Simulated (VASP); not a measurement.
# Al (P-1) in VASP: notebook, part 2 of 2

VASP 6.6.1. Earlier steps stand in the parts before.

### 3 Single point, PBEsol (the part above a cut slid along it)

Contents of INCAR:

```
SYSTEM = Al
  PREC = Accurate
  ENCUT = 520
  EDIFF = 1E-7
  ISMEAR = 0
  SIGMA = 0.15
  LREAL = .False.
  LASPH = .True.
  NELM = 80
  ALGO = Fast
  ISIF = 2
  LWAVE = .False.
  LCHARG = .False.
  GGA = PS
  NBANDS = 14
```

Contents of KPOINTS:

```
regular mesh
0
Gamma
  16 16 5
  0 0 0
```

Contents of POSCAR:

```
Al
1.0
   -1.6063180831      1.6063180831     -1.6063180831
   -1.6063180831     -1.6063180831      1.6063180831
   -1.2850544665      6.1040087160      6.7465359492
Al
4
Direct
   -0.2625000000     -0.4375000000      0.8750000000
    0.4625000000      0.4375000000      0.1250000000
   -0.1125000000     -0.1875000000      0.3750000000
    0.3125000000      0.1875000000      0.6250000000
```

Potentials or basis: VASP PAW PBE potentials, release 64 (Al).

Started as:

```console
$ cat potpaw_PBE.64/Al/POTCAR > POTCAR
$ mpirun -np 1 vasp_std > vasp.out
```

OUTCAR:

```text
SYSTEM = Al
   PREC = Accurate
   ENCUT = 520
   EDIFF = 1E-7
   ISMEAR = 0
   LREAL = .False.
   LASPH = .True.
   NELM = 80
   ISIF = 2
   GGA = PS

 ion  position               nearest neighbor table
   1  0.737  0.562  0.875-   2 2.34   4 2.78   4 2.78   2 3.18   4 3.21   4 3.21
   2  0.462  0.438  0.125-   1 2.34   3 2.78   3 2.78   1 3.18   3 3.21   3 3.21
   3  0.888  0.812  0.375-   2 2.78   4 2.78   4 2.78   2 2.78   2 3.21   4 3.21   4 3.21   2 3.21

   4  0.312  0.188  0.625-   3 2.78   1 2.78   3 2.78   1 2.78   1 3.21   3 3.21   3 3.21   1 3.21

  LATTYP: Found a triclinic cell.
 ALAT       =     3.2126361662
 B/A-ratio  =     0.8660254038
 C/A-ratio  =     2.8600699293
 COS(alpha) =     0.0403731575
 COS(beta)  =     0.1398567203
 COS(gamma) =     0.5773502692

  Lattice vectors:

 A1 = (   3.2126361662,   0.0000000000,   0.0000000000)
 A2 = (   1.6063180831,  -1.6063180831,   1.6063180831)
 A3 = (   1.2850544665,  -6.1040087160,  -6.7465359492)

Analysis of symmetry for initial positions (statically):
=====================================================================
 Subroutine PRICEL returns:
 Original cell was already a primitive cell.

 Routine SETGRP: Setting up the symmetry group for a
 triclinic supercell.

 Subroutine GETGRP returns: Found  2 space group operations
 (whereof  1 operations were pure point group operations)
 out of a pool of  2 trial point group operations.

The static configuration has the point symmetry C_1 .
 The point group associated with its full space group is S_2 .

Analysis of symmetry for dynamics (positions and initial velocities):
=====================================================================
 Subroutine PRICEL returns:
 Original cell was already a primitive cell.

 Routine SETGRP: Setting up the symmetry group for a
 triclinic supercell.

 Subroutine GETGRP returns: Found  2 space group operations
 (whereof  1 operations were pure point group operations)
 out of a pool of  2 trial point group operations.

The dynamic configuration has the point symmetry C_1 .
 The point group associated with its full space group is S_2 .
[... 139 lines left out ...]
 maximum number of plane-waves:      1809
 NGX is ok and might be reduce to    24
   NGX = 11   NGY = 11   NGZ = 35

 number of electron      12.0000000 magnetization

 Free energy of the ion-electron system (eV)
  ---------------------------------------------------
  ext. energy  EPLUGINS =         0.00000000
  ---------------------------------------------------
  free energy    TOTEN  =       -15.57060531 eV

  energy without entropy =      -15.55202458  energy(sigma->0) =      -15.56131495

 E-fermi :   7.8340     XC(G=0): -10.2298

 val. band max:        7.8320544818   @ k =   0.4375   0.3750   0.2000
 cond. band min:       7.8354728738   @ k =  -0.4375  -0.3750   0.4000
 fundamental gap:      0.0034183920
 Fermi energy:         7.8340367702

 k-point     1 :       0.0000    0.0000    0.0000
  band No.  band energies     occupation
      1      -3.2113      2.00000
      2      -1.4415      2.00000
      3      -1.4183      2.00000
      4       3.5258      2.00000
      5       4.0504      2.00000
      6      11.8744      0.00000
      7      12.1920      0.00000
      8      16.2748      0.00000
      9      16.3529      0.00000
     10      16.6799      0.00000
     11      16.7081      0.00000
     12      18.0359      0.00000
     13      18.0920      0.00000
     14      18.6830      0.00000
[... 377 lines left out ...]
      1      -2.9036      2.00000
      2      -1.1504      2.00000
      3      -1.1021      2.00000
      4       3.8058      2.00000
      5       4.3537      2.00000
      6      12.0300      0.00000
      7      12.4326      0.00000
      8      13.3157      0.00000
      9      13.9365      0.00000
     10      15.7544      0.00000
     11      17.2671      0.00000
     12      17.3516      0.00000
     13      17.5444      0.00000
     14      18.3969      0.00000

 [... further k-points ...]

------------------------ aborting loop because EDIFF is reached ----------------------------------------

  FORCE on cell =-STRESS in cart. coord.  units (eV):
  Direction    XX          YY          ZZ          XY          YZ          ZX
  --------------------------------------------------------------------------------------
  -------------------------------------------------------------------------------------
  Total       -0.2012804      1.0412361      3.4765446      0.4848321      1.6556404      0.6104440
  in kB       -4.8629238     25.1562083     83.9931285     11.7135173     40.0001833     14.7482938
  external PRESSURE =      34.7621377 kB  Pullay stress =       0.0000000 kB

 VOLUME and BASIS-vectors are now :
 -----------------------------------------------------------------------------
  energy-cutoff  :      520.00
  volume of cell :       66.32
      direct lattice vectors                 reciprocal lattice vectors
    -1.606318083  1.606318083 -1.606318083    -0.311270853  0.132290113 -0.178980741
    -1.606318083 -1.606318083  1.606318083    -0.311270853 -0.194544283  0.116726570
    -1.285054467  6.104008716  6.746535949     0.000000000  0.077817713  0.077817713

 POSITION                                       TOTAL-FORCE (eV/Angst)
 -----------------------------------------------------------------------------------
     -3.21264      5.62211      5.62211        -0.347529     -0.950205     -1.769030
     -1.60632      0.80316      0.80316         0.347529      0.950205      1.769030
     -3.21264      2.40948      2.40948        -0.012899     -0.049834     -0.051943
     -1.60632      4.01580      4.01580         0.012899      0.049834      0.051943
 -----------------------------------------------------------------------------------
    total drift:                               -0.000000      0.000000     -0.000000

  FREE ENERGIE OF THE ION-ELECTRON SYSTEM (eV)
  ---------------------------------------------------
  free  energy   TOTEN  =       -15.5706053120 eV

  energy  without entropy=      -15.5520245788  energy(sigma->0) =      -15.56131495
```

Run time: 3.7 min. Hardware: 1 thread of Intel Xeon Platinum 8488C (Sapphire Rapids), shared host; peak memory 0.53 GiB.

What came out:

```yaml
Free_energy: -15.5706 eV
Pressure: 3.5 GPa
Largest_force: 2.038 eV/Å
Band_gap_on_the_k_mesh: zero (bands 6 and 7 overlap by 6.52 eV)
```

Forces on the atoms (eV/Å):
```
Al  -0.348 -0.950 -1.769
Al   0.348  0.950  1.769
Al  -0.013 -0.050 -0.052
Al   0.013  0.050  0.052
```

Stress tensor (GPa, compression positive):
```
-0.49  1.17  1.47
 1.17  2.52  4.00
 1.47  4.00  8.40
```

Levels at points of the mesh, in eV from the Fermi level:
```csv
k point,band 2,band 3,band 4,band 5,band 6,band 7,band 8,band 9,band 10,band 11
"(0.00, 0.00, 0.00)",-9.28,-9.25,-4.31,-3.78,4.04,4.36,8.44,8.52,8.85,8.87
"(0.50, 0.00, 0.00)",-5.64,-4.57,-4.49,-3.82,-3.13,-0.19,0.24,1.93,2.34,7.14
"(0.00, 0.50, 0.00)",-5.56,-4.85,-4.76,-3.40,-2.75,-0.80,-0.27,2.62,3.03,6.19
"(0.50, 0.50, 0.00)",-3.84,-2.84,-2.66,-1.98,-1.88,1.09,2.23,2.43,2.52,2.67
```

Caveat: the cell differs from its parent crystal (the part above a cut slid along it); the stress differs along the axes, from -0 to 8 GPa; the PAW data sets were made with another functional, which shifts forces and pressure a little.
